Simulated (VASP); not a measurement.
# Al36BN34 (a cell with a defect) in VASP: further runs, part 2 of 3

VASP 6.6.1.

## Step 3: Single point, PBE

INCAR

```
ALGO = Normal ; EDIFF = 1E-6
ENCUT = 520 ; GGA = PE
ISIF = 2 ; ISMEAR = -1
LASPH = True ; LCHARG = False
LREAL = Auto ; LWAVE = False
NBANDS = 182 ; NELECT = 280.0
NELM = 60 ; PREC = Accurate
SIGMA = 0.01
```

KPOINTS

```
Automatic mesh
0
Gamma
  1 1 1
  0.25 0.25 0.25
```

POSCAR

```
Al36BN34
1.0
    9.3892708700      0.0000000883      0.0000000000
   -4.6946355115      8.1313470508      0.0000000000
    0.0000000000      0.0000000000     10.0348065900
Al N B
36 34 1
Direct
    0.2170482509      0.1076934039      0.2510527666
    0.1091654736      0.2221763896      0.5009150117
    0.2181942459      0.1088644349      0.7530252724
    0.1107058340      0.2229505172      1.0013683350
    0.2267284713      0.4454107346      0.2515621002
    0.1107412170      0.5561065040      0.5007033463
    0.2193732317      0.4432924977      0.7527833761
    0.1117287111      0.5553612144      1.0013177981
    0.2224270519      0.7772629086      0.2507677877
    0.1086243778      0.8857028443      0.5013712409
    0.2215802583      0.7769958069      0.7511106492
    0.1113068351      0.8879490379      1.0003239500
    0.5553783498      0.1103825293      0.2502101810
    0.4226667244      0.2033654629      0.5060054550
    0.5547553723      0.1092768677      0.7511611704
    0.4437637062      0.2193981541      0.9941130904
    0.5683875719      0.4458739549      0.2240358138
    0.4437504299      0.5622557284      0.5138685551
    0.5545949768      0.4423205917      0.7472253346
    0.4446949712      0.5564388034      0.9963199479
    0.5575896841      0.7769360774      0.2514920512
    0.4420005439      0.8871624817      0.5014097416
    0.5571430883      0.7810231999      0.7532896599
    0.4440597130      0.8878602622      1.0016373086
    0.8884482472      0.1127809507      0.2512517815
    0.7740957444      0.2251606525      0.5003317542
    0.8880077367      0.1123306326      0.7503922287
    0.7787297503      0.2238787268      0.9997223334
    0.8908893902      0.4478231510      0.2492676706
    0.7868611515      0.5732605821      0.5009712711
    0.8892062785      0.4445144406      0.7485207087
    0.7849150239      0.5596063503      0.9922627736
    0.8905862555      0.7796642557      0.2483638249
    0.7785069177      0.8931641380      0.5000567612
    0.8890410898      0.7809713708      0.7502689873
    0.7789488129      0.8908751517      1.0010427007
    0.2095116713      0.1017236363      0.4389905902
    0.1132691579      0.2233356267      0.1919024856
    0.2209370470      0.1109246761      0.9435260701
    0.1106243586      0.2218100741      0.6914304571
    0.2252842691      0.4459378073      0.4423917974
    0.1140149768      0.5548276531      0.1923027232
    0.2217361847      0.4440905656      0.9421597509
    0.1112236886      0.5551637872      0.6900722721
    0.2209116357      0.7771025978      0.4411641814
    0.1134883363      0.8895505097      0.1899159002
    0.2223947252      0.7774877946      0.9414523357
    0.1108500281      0.8880794788      0.6913814537
    0.5500956258      0.1100897118      0.4401667871
    0.5558683443      0.1099010680      0.9420858801
    0.4398938482      0.2165265851      0.6959578137
    0.4472953136      0.5549757207      0.1878846904
    0.5572080112      0.4438974799      0.9425763735
    0.4435457718      0.5571313867      0.6999425095
    0.5549020039      0.7787844771      0.4421030298
    0.4450315852      0.8886569359      0.1920760104
    0.5568658359      0.7797556859      0.9426407935
    0.4438765920      0.8880817458      0.6912769957
    0.8867977162      0.1159248836      0.4409643542
    0.7766398308      0.2247377020      0.1908626770
    0.8891324412      0.1127618791      0.9414424560
    0.7758267382      0.2222357896      0.6902941142
    0.8859182691      0.4481747068      0.4404313763
    0.7909029778      0.5629188392      0.1790253373
    0.8912021122      0.4443627779      0.9379119761
    0.7787302518      0.5577127431      0.6917580707
    0.8931217346      0.7874758046      0.4384966706
    0.7792547193      0.8908329679      0.1914940018
    0.8906196039      0.7821102019      0.9389105714
    0.7775946886      0.8904493006      0.6904128440
    0.5488051518      0.4293232294      0.4237722944
```

Potentials or basis: VASP PAW PBE potentials, release 64 (Al, N, B).

Launch:

```
> cat potpaw_PBE.64/Al/POTCAR potpaw_PBE.64/N/POTCAR potpaw_PBE.64/B/POTCAR > POTCAR
> mpirun -np 1 vasp_std > vasp.out
```

Run time: 26 min. Hardware: 1 thread of Intel Xeon Platinum 8488C (Sapphire Rapids), shared host; peak memory 1.1 GiB.

Results (log left out):

```
Free energy   : -523.3780 eV
Largest force : 0.120 eV/Å
```

Forces on the atoms (eV/Å):
```
Al  -0.030  0.025  0.006
Al  -0.056  0.075 -0.011
Al   0.009 -0.015  0.004
Al  -0.036  0.018  0.014
Al   0.024 -0.018  0.047
Al  -0.013 -0.043 -0.049
Al   0.032 -0.004 -0.015
Al  -0.017  0.012  0.005
Al   0.074 -0.029  0.017
Al   0.011 -0.008  0.024
Al   0.034 -0.022 -0.006
Al  -0.016  0.019 -0.036
Al   0.035 -0.007  0.019
Al   0.092 -0.011  0.002
Al   0.043 -0.021 -0.015
Al  -0.016  0.029 -0.015
Al  -0.036 -0.031 -0.004
Al  -0.020 -0.027 -0.114
Al   0.018  0.002  0.013
Al  -0.023  0.020  0.000
Al  -0.024 -0.028  0.010
Al   0.005  0.033 -0.040
Al   0.019 -0.025 -0.010
Al  -0.022  0.011  0.020
Al   0.013  0.033 -0.016
Al  -0.046  0.037 -0.026
Al   0.021 -0.014 -0.004
Al  -0.022  0.015  0.026
Al   0.054 -0.055  0.051
Al   0.070 -0.097  0.011
Al   0.038 -0.020 -0.013
Al  -0.036  0.004 -0.033
Al  -0.057  0.037  0.043
Al  -0.080  0.024 -0.002
Al   0.019 -0.008  0.004
Al  -0.031  0.017 -0.002
N    0.061  0.038  0.016
N   -0.027 -0.008  0.005
N    0.050 -0.012  0.005
N   -0.033  0.016  0.009
N    0.001 -0.019  0.020
N   -0.060  0.031 -0.031
N    0.038 -0.018  0.006
N   -0.047  0.019  0.027
N    0.012 -0.001  0.003
N    0.031  0.009 -0.032
N    0.030 -0.013  0.009
N   -0.044  0.024 -0.009
N    0.024 -0.059 -0.021
N    0.026 -0.016  0.030
N   -0.045  0.049 -0.012
N   -0.015  0.031  0.017
N    0.034 -0.022 -0.021
N   -0.039  0.032  0.018
N    0.041  0.002  0.016
N   -0.015  0.031 -0.014
N    0.040 -0.026 -0.003
N   -0.047  0.027  0.024
N    0.060 -0.043 -0.001
N   -0.020 -0.010 -0.001
N    0.041 -0.026  0.000
N   -0.046  0.019  0.018
N    0.040  0.033  0.016
N    0.000 -0.014 -0.022
N    0.030 -0.017 -0.002
N   -0.066  0.005 -0.015
N    0.013 -0.056 -0.009
N   -0.021  0.014 -0.008
N    0.039 -0.032  0.006
N   -0.030  0.020  0.004
B   -0.084  0.064  0.044
```

Levels at points of the mesh, in eV from the Fermi level:
```tsv
k point	band 137	band 138	band 139	band 140	band 141	band 142	band 143	band 144
(0.25, 0.25, 0.25)	-1.56	-1.25	-0.24	-0.14	0.19	2.32	2.78	3.32
```

Caveat: the cell carries a net charge on a neutralising background, which shifts energy and pressure; the cell is charged against a uniform background, so pressure and absolute levels hang on convention.

## Step 4: Single point, PBE

INCAR

```
ALGO = Normal ; EDIFF = 1E-7
ENCUT = 520 ; GGA = PE
ISIF = 2 ; ISMEAR = -1
LASPH = True ; LCHARG = False
LREAL = Auto ; LWAVE = False
NBANDS = 182 ; NELECT = 282.0
NELM = 60 ; PREC = Accurate
SIGMA = 0.01
```

KPOINTS is that of step 3.

POSCAR

```
Al36BN34
1.0
    9.3892708692      0.0000000866      0.0000000000
   -4.6946355096      8.1313470524      0.0000000000
    0.0000000000      0.0000000000     10.0348065929
Al N B
36 34 1
Direct
    0.2260970951      0.1125505616      0.2514350032
    0.1137970447      0.2234105119      0.4988322763
    0.2195710816      0.1087042230      0.7515683279
    0.1105575714      0.2230511800      1.0014428229
    0.2251943190      0.4470102298      0.2516175566
    0.1103677625      0.5552403470      0.5010274174
    0.2205521072      0.4439781161      0.7505946015
    0.1102808217      0.5551783744      1.0013231227
    0.2210548905      0.7774365822      0.2513118348
    0.1095948706      0.8866409702      0.5010654485
    0.2212322465      0.7769773662      0.7509851578
    0.1097602483      0.8879564107      1.0016503454
    0.5518332766      0.1127759595      0.2520908345
    0.4394172763      0.2130401526      0.5037331995
    0.5548381779      0.1086835659      0.7515305625
    0.4433713338      0.2216357533      0.9938404378
    0.5657314077      0.4655230536      0.2515585579
    0.4406004395      0.5558332558      0.5009009123
    0.5541827119      0.4423184875      0.7335147119
    0.4440815654      0.5560559298      0.9936903435
    0.5549465644      0.7791680151      0.2514621976
    0.4423418226      0.8864218681      0.5012889723
    0.5553554968      0.7785325757      0.7505022368
    0.4434014161      0.8881185043      1.0014395602
    0.8888281951      0.1125562746      0.2529127239
    0.7755258391      0.2234279906      0.4990447516
    0.8883814737      0.1110496317      0.7492100642
    0.7777214125      0.2230632359      1.0014197890
    0.8871276033      0.4473359197      0.2516427946
    0.7810498574      0.5559681509      0.5011328669
    0.8892392983      0.4440406435      0.7507805928
    0.7776339716      0.5564011946      0.9940410525
    0.8899508792      0.7791697575      0.2511768591
    0.7760649808      0.8863529065      0.4990521142
    0.8889315635      0.7787042330      0.7505094460
    0.7775811273      0.8900036995      1.0010632123
    0.2165095507      0.1035834115      0.4400880516
    0.1136708787      0.2234318569      0.1918168480
    0.2192020668      0.1101470400      0.9428022740
    0.1110522840      0.2213618148      0.6907331707
    0.2166034332      0.4454070612      0.4407179848
    0.1106518655      0.5554820735      0.1908307203
    0.2193411782      0.4433981562      0.9404612785
    0.1107507850      0.5552512550      0.6917343742
    0.2208803734      0.7769325608      0.4416559097
    0.1120661034      0.8900435712      0.1908156222
    0.2212516464      0.7778266611      0.9414542732
    0.1105870980      0.8877734216      0.6918443301
    0.5521602108      0.1031538571      0.4407670240
    0.5557867528      0.1102791207      0.9426659663
    0.4390234079      0.2119346036      0.6978159441
    0.4433639153      0.5605404145      0.1815557075
    0.5542586269      0.4432395957      0.9364768887
    0.4408739200      0.5582670573      0.6957279794
    0.5535400771      0.7814485114      0.4408563343
    0.4431105103      0.8900760340      0.1908631999
    0.5566038801      0.7809206140      0.9403241487
    0.4432048275      0.8876039488      0.6919990849
    0.8883939314      0.1116116779      0.4420023251
    0.7752445550      0.2236110992      0.1918982941
    0.8885153264      0.1123110336      0.9412936474
    0.7766575329      0.2214562933      0.6909004429
    0.8940131497      0.4454394080      0.4407707910
    0.7835431905      0.5614905622      0.1819262241
    0.8889527625      0.4434932968      0.9406383298
    0.7840382677      0.5585664584      0.6959193829
    0.8929147885      0.7815289002      0.4407249395
    0.7782604845      0.8908330599      0.1916108422
    0.8891207352      0.7811085734      0.9402624146
    0.7774354665      0.8887874393      0.6904708304
    0.5517698054      0.4379431693      0.4427692077
```

Launch:

```
> cat potpaw_PBE.64/Al/POTCAR potpaw_PBE.64/N/POTCAR potpaw_PBE.64/B/POTCAR > POTCAR
> mpirun -np 1 vasp_std > vasp.out
```

Wall time 31 min (1 thread of Intel Xeon Platinum 8488C (Sapphire Rapids), shared host); peak memory 1.1 GiB.

The run converged. Its results:

```yaml
Free_energy: -508.5417 eV
Largest_force: 0.089 eV/Å
```

Forces on the atoms (eV/Å):
```
Al  -0.029  0.029  0.017
Al  -0.036  0.031 -0.008
Al   0.024 -0.012  0.006
Al  -0.036  0.016  0.014
Al   0.035 -0.015 -0.004
Al  -0.014  0.016  0.001
Al   0.031 -0.011  0.001
Al  -0.017  0.013 -0.002
Al   0.066 -0.030  0.013
Al  -0.031  0.023  0.008
Al   0.026 -0.022  0.001
Al  -0.018  0.021 -0.040
Al   0.043 -0.011 -0.022
Al  -0.031 -0.003  0.011
Al   0.024 -0.013  0.005
Al  -0.007  0.027 -0.021
Al  -0.017 -0.005  0.006
Al  -0.031  0.025  0.011
Al   0.019 -0.015  0.003
Al  -0.028  0.023  0.014
Al  -0.010 -0.039 -0.027
Al  -0.024  0.000  0.001
Al   0.026 -0.023  0.004
Al  -0.018  0.008  0.015
Al   0.021  0.023 -0.026
Al  -0.028  0.025 -0.008
Al   0.028 -0.013 -0.004
Al  -0.025  0.017  0.023
Al   0.049 -0.048  0.011
Al  -0.020  0.023  0.000
Al   0.025 -0.013  0.001
Al  -0.030  0.002 -0.024
Al  -0.066  0.024  0.055
Al  -0.051  0.021 -0.001
Al   0.021 -0.015  0.003
Al  -0.033  0.018  0.006
N    0.038 -0.052  0.027
N   -0.031 -0.005  0.013
N    0.032 -0.023  0.003
N   -0.039  0.018  0.003
N    0.037 -0.028  0.000
N   -0.048  0.030 -0.003
N    0.040 -0.021 -0.011
N   -0.040  0.024 -0.004
N    0.036 -0.020 -0.001
N    0.028  0.019 -0.022
N    0.031 -0.020  0.002
N   -0.040  0.022  0.003
N    0.028  0.012 -0.017
N    0.039 -0.027  0.021
N   -0.037  0.031 -0.010
N   -0.038  0.055  0.025
N    0.031 -0.020 -0.015
N   -0.050  0.036  0.006
N    0.049 -0.029 -0.001
N   -0.005  0.022 -0.005
N    0.037 -0.020 -0.010
N   -0.038  0.024  0.003
N    0.035 -0.023  0.007
N   -0.014 -0.005  0.018
N    0.040 -0.024 -0.003
N   -0.047  0.019 -0.003
N    0.019 -0.030 -0.001
N   -0.001 -0.038 -0.047
N    0.036 -0.018 -0.005
N   -0.049  0.015 -0.022
N    0.061 -0.026  0.001
N   -0.022  0.023 -0.002
N    0.045 -0.032  0.007
N   -0.034  0.021 -0.001
B    0.032 -0.006  0.006
```

Levels at points of the mesh, in eV from the Fermi level:
```csv
k point,band 139,band 140,band 141,band 142,band 143,band 144
"(0.25, 0.25, 0.25)",-0.58,-0.47,-0.26,1.63,1.96,2.31
```

Caveat: the cell carries a net charge on a neutralising background, which shifts energy and pressure; the cell is charged against a uniform background, so pressure and absolute levels hang on convention.

## Step 5: Single point, r2SCAN

POSCAR

```
Al36BN34
1.0
    9.3892708692      0.0000000866      0.0000000000
   -4.6946355096      8.1313470524      0.0000000000
    0.0000000000      0.0000000000     10.0348065929
Al N B
36 34 1
Direct
    0.2170482509      0.1076934039      0.2510527666
    0.1091654736      0.2221763896      0.5009150117
    0.2181942459      0.1088644349      0.7530252724
    0.1107058340      0.2229505172      1.0013683350
    0.2267284713      0.4454107346      0.2515621002
    0.1107412170      0.5561065040      0.5007033463
    0.2193732317      0.4432924977      0.7527833761
    0.1117287111      0.5553612144      1.0013177981
    0.2224270519      0.7772629086      0.2507677877
    0.1086243778      0.8857028443      0.5013712409
    0.2215802583      0.7769958069      0.7511106492
    0.1113068351      0.8879490379      1.0003239500
    0.5553783498      0.1103825293      0.2502101810
    0.4226667244      0.2033654629      0.5060054550
    0.5547553723      0.1092768677      0.7511611704
    0.4437637062      0.2193981541      0.9941130904
    0.5683875719      0.4458739549      0.2240358138
    0.4437504299      0.5622557284      0.5138685551
    0.5545949768      0.4423205917      0.7472253346
    0.4446949712      0.5564388034      0.9963199479
    0.5575896841      0.7769360774      0.2514920512
    0.4420005439      0.8871624817      0.5014097416
    0.5571430883      0.7810231999      0.7532896599
    0.4440597130      0.8878602622      1.0016373086
    0.8884482472      0.1127809507      0.2512517815
    0.7740957444      0.2251606525      0.5003317542
    0.8880077367      0.1123306326      0.7503922287
    0.7787297503      0.2238787268      0.9997223334
    0.8908893902      0.4478231510      0.2492676706
    0.7868611515      0.5732605821      0.5009712711
    0.8892062785      0.4445144406      0.7485207087
    0.7849150239      0.5596063503      0.9922627736
    0.8905862555      0.7796642557      0.2483638249
    0.7785069177      0.8931641380      0.5000567612
    0.8890410898      0.7809713708      0.7502689873
    0.7789488129      0.8908751517      1.0010427007
    0.2095116713      0.1017236363      0.4389905902
    0.1132691579      0.2233356267      0.1919024856
    0.2209370470      0.1109246761      0.9435260701
    0.1106243586      0.2218100741      0.6914304571
    0.2252842691      0.4459378073      0.4423917974
    0.1140149768      0.5548276531      0.1923027232
    0.2217361847      0.4440905656      0.9421597509
    0.1112236886      0.5551637872      0.6900722721
    0.2209116357      0.7771025978      0.4411641814
    0.1134883363      0.8895505097      0.1899159002
    0.2223947252      0.7774877946      0.9414523357
    0.1108500281      0.8880794788      0.6913814537
    0.5500956258      0.1100897118      0.4401667871
    0.5558683443      0.1099010680      0.9420858801
    0.4398938482      0.2165265851      0.6959578137
    0.4472953136      0.5549757207      0.1878846904
    0.5572080112      0.4438974799      0.9425763735
    0.4435457718      0.5571313867      0.6999425095
    0.5549020039      0.7787844771      0.4421030298
    0.4450315852      0.8886569359      0.1920760104
    0.5568658359      0.7797556859      0.9426407935
    0.4438765920      0.8880817458      0.6912769957
    0.8867977162      0.1159248836      0.4409643542
    0.7766398308      0.2247377020      0.1908626770
    0.8891324412      0.1127618791      0.9414424560
    0.7758267382      0.2222357896      0.6902941142
    0.8859182691      0.4481747068      0.4404313763
    0.7909029778      0.5629188392      0.1790253373
    0.8912021122      0.4443627779      0.9379119761
    0.7787302518      0.5577127431      0.6917580707
    0.8931217346      0.7874758046      0.4384966706
    0.7792547193      0.8908329679      0.1914940018
    0.8906196039      0.7821102019      0.9389105714
    0.7775946886      0.8904493006      0.6904128440
    0.5488051518      0.4293232294      0.4237722944
```

INCAR.step1

```
SYSTEM = Al36BN34
PREC = Accurate ; ENCUT = 520
ISMEAR = -1 ; SIGMA = 0.01
LREAL = Auto ; LASPH = .True.
NELM = 100 ; NELECT = 280.0
NBANDS = 182 ; GGA = PE
ALGO = Normal ; EDIFF = 1E-4
LWAVE = .True. ; LCHARG = .False.
```

INCAR.step2

```
SYSTEM = Al36BN34
PREC = Accurate ; ENCUT = 520
EDIFF = 1E-6 ; ISMEAR = -1
SIGMA = 0.01 ; LREAL = Auto
LASPH = .True. ; NELM = 100
ALGO = Normal ; ISIF = 2
LWAVE = .False. ; LCHARG = .False.
METAGGA = R2SCAN ; LMIXTAU = .True.
NELECT = 280.0 ; NBANDS = 182
ISTART = 1
```

KPOINTS is that of step 4.

Launch:

```
> cat potpaw_PBE.64/Al/POTCAR potpaw_PBE.64/N/POTCAR potpaw_PBE.64/B/POTCAR > POTCAR
> cp INCAR.step1 INCAR
> mpirun -np 1 vasp_std > vasp.out
> cp INCAR.step2 INCAR
> mpirun -np 1 vasp_std > vasp.out
```

Run time: 48 min. Hardware: 1 thread of Intel Xeon 6975P-C (Granite Rapids), shared host; peak memory 1.2 GiB.

It converged, with:

| Item | Value |
| --- | --- |
| Free energy | -676.9473 eV |
| Largest force | 0.262 eV/Å |

Forces on the atoms (eV/Å):
```
Al  -0.229 -0.101  0.078
Al  -0.062  0.038 -0.007
Al   0.025 -0.012  0.014
Al  -0.044  0.019  0.018
Al  -0.018 -0.015  0.036
Al  -0.009 -0.028 -0.044
Al   0.040  0.002  0.016
Al  -0.008  0.007  0.008
Al   0.078 -0.041  0.023
Al  -0.034  0.030 -0.002
Al   0.036 -0.019  0.002
Al  -0.026  0.023 -0.039
Al   0.218 -0.124  0.074
Al   0.011 -0.113 -0.036
Al   0.034 -0.023 -0.005
Al  -0.012  0.031 -0.192
Al   0.015  0.185 -0.063
Al  -0.146  0.083  0.024
Al   0.005  0.008  0.059
Al  -0.031  0.030  0.027
Al  -0.032 -0.004  0.016
Al   0.020  0.043 -0.042
Al   0.012 -0.034  0.016
Al  -0.006  0.008  0.024
Al   0.014  0.030 -0.001
Al  -0.017  0.004 -0.016
Al   0.026 -0.018 -0.004
Al  -0.007  0.008  0.014
Al   0.079 -0.037  0.014
Al   0.164  0.102  0.016
Al   0.047 -0.024  0.009
Al  -0.027  0.014  0.024
Al  -0.044  0.056  0.042
Al  -0.069  0.035 -0.009
Al   0.026 -0.001  0.014
Al  -0.034  0.018  0.002
N    0.109  0.022  0.039
N   -0.006 -0.012  0.003
N    0.071 -0.008 -0.009
N   -0.039  0.020  0.009
N    0.048 -0.001  0.028
N   -0.071  0.037 -0.031
N    0.044 -0.016 -0.006
N   -0.055  0.012  0.015
N    0.016 -0.009  0.006
N    0.031  0.030 -0.041
N    0.028 -0.011  0.008
N   -0.057  0.024 -0.009
N    0.012 -0.063 -0.017
N    0.002 -0.005  0.026
N   -0.047  0.041 -0.040
N    0.024 -0.003  0.041
N    0.030 -0.036 -0.019
N   -0.035  0.033 -0.061
N    0.030 -0.030  0.038
N   -0.027  0.048 -0.020
N    0.035 -0.036 -0.018
N   -0.045  0.033  0.023
N    0.065 -0.047 -0.012
N   -0.034 -0.014 -0.004
N    0.040 -0.026 -0.004
N   -0.051  0.029  0.010
N   -0.007  0.039  0.019
N   -0.045 -0.067 -0.032
N    0.011 -0.005 -0.009
N   -0.077 -0.001 -0.058
N    0.051 -0.104  0.030
N   -0.023  0.008 -0.017
N    0.052 -0.057 -0.013
N   -0.029  0.021  0.003
B   -0.047 -0.022  0.013
```

Levels at points of the mesh, in eV from the Fermi level:
| k point | band 137 | band 138 | band 139 | band 140 | band 141 | band 142 | band 143 | band 144 |
| --- | --- | --- | --- | --- | --- | --- | --- | --- |
| (0.25, 0.25, 0.25) | -1.78 | -1.44 | -0.36 | -0.25 | 0.30 | 2.58 | 3.07 | 3.65 |

Caveat: the cell carries a net charge on a neutralising background, which shifts energy and pressure; the cell is charged against a uniform background, so pressure and absolute levels hang on convention; the PAW data sets were made with another functional, which shifts forces and pressure a little.

[end of part 2 of 3]
